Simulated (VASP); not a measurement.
SnS2, 3 atoms in the cell. The structure is trigonal, space group P-3m1 (No. 164). The conventional cell has a = 3.651 Å, b = 3.651 Å, c = 6.059 Å, α = 90.00°, β = 90.00°, γ = 120.00°. Within 3.4 Å of Sn (site symmetry -3m) lie 6 S at 2.57 Å. S (site symmetry 3m) has 3 Sn at 2.57 Å within 3.4 Å. 

- Program: VASP 6.6.1
- Task: relaxation of cell and atoms
- Functional: PBEsol
- Potentials or basis: VASP PAW PBE potentials, release 64 (Sn_d, S)
- Cutoff: 600 eV
- k mesh: 12 × 12 × 6
- Occupations: gaussian, width 0.02 eV
- Spin: no spin polarisation
- Dipole correction: no
- Further INCAR settings: ALGO = Normal; EDIFF = 1e-07; IBRION = 2; EDIFFG = -0.005; NSW = 100; ISIF = 3

Potentials or basis: VASP PAW PBE potentials, release 64 (Sn_d, S).

Command:

```bash
$ cat potpaw_PBE.64/Sn_d/POTCAR potpaw_PBE.64/S/POTCAR > POTCAR
$ mpirun -np 1 vasp_std > vasp.out
```

Hardware: 1 thread of AMD EPYC 7R13 Processor (Zen 3), on a shared host.

Estimate the wall time of this run.

It took 3.6 min on 1 thread of AMD EPYC 7R13 Processor (Zen 3) (shared host), peak memory 0.27 GiB. Counts: scf iterations 26, k points 100, ion steps 3.
